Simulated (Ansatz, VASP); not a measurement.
**Cu: VASP beside Ansatz**

The input INCAR:

```
PREC = Accurate
ENCUT = 600
EDIFF = 1E-6
ISMEAR = -1
SIGMA = 0.1
LREAL = F
LASPH = T
NELM = 120
ALGO = Normal
ISIF = 2
LWAVE = F
LCHARG = F
NBANDS = 30
GGA_COMPAT = F
```

Contents of KPOINTS:

```
Automatic mesh
0
Gamma
  7 7 2
```

Contents of POSCAR:

```
Cu
1.0
    2.5307600000      0.0000000000      0.0000000000
   -1.2653800000      2.1917100000      0.0000000000
    0.0000000000      0.0000000000      8.2618200000
Cu
4
Direct
    0.9925800000      0.9985900000      0.9998000000
    0.3255805529      0.6569400000      0.2506100000
    0.0082400000      0.0061200000      0.5010500000
    0.6724400000      0.3369600000      0.7519600000
```

Input for Ansatz:

```yaml
crystal:
  lattice:
    - [2.53076, 0.0, 0.0]
    - [-1.26538, 2.19171, 0.0]
    - [0.0, 0.0, 8.26182]
  atoms:
    - { symbol: Cu, position: [0.99258, 0.99859, 0.9998] }
    - { symbol: Cu, position: [0.3255805528773965, 0.65694, 0.25061] }
    - { symbol: Cu, position: [0.00824, 0.00612, 0.50105] }
    - { symbol: Cu, position: [0.67244, 0.33696, 0.75196] }
basis:
  ecutwfc: 540.0
  xc_grid: 2
kpoints:
  mp_grid:
    grid: [7, 7, 2]
hamiltonian:
  xc: lda
scf:
  convergence:
    dr2_threshold: 1.0e-09
  occupations:
    method: fermi_dirac
    width: 0.1
output:
  forces: true
  stress: true
```

Alike in both runs: task single point; functional LDA; k mesh 7 × 7 × 2; occupations fermi-dirac, width 0.1 eV; no spin polarisation.

|  | VASP | Ansatz |
| --- | --- | --- |
| version | VASP 6.6.1 | Ansatz 0.2.0 |
| potentials or method | VASP PAW LDA potentials, release 64 (Cu), cutoff 600 eV | plane waves, PAW |
| valence electrons in the cell | 44 | 76 |

VASP gave:

| Quantity | Value |
| --- | --- |
| pressure (GPa) | -7.7 |
| traceless stress, the component that is largest in VASP (GPa) | -0.28 |
| rms of the force components (eV/Å) | 0.042 |

Q: Which values does Ansatz return?

A: Pressure (GPa): -8.8; traceless stress, the component that is largest in VASP (GPa): -0.27; rms of the force components (eV/Å): 0.042.

LDA's correlation is that of Perdew and Zunger in VASP and of Perdew and Wang (1992) in Ansatz. Atom by atom the forces differ by 0.000 eV/Å (rms over components). VASP's potentials hold 44 valence electrons a cell and Ansatz's 76, so a difference there can come from the potentials and not from the codes. Ansatz's warnings: stress scf threshold loose.

The k mesh is coarse, so the values compare programs but aren't converged.
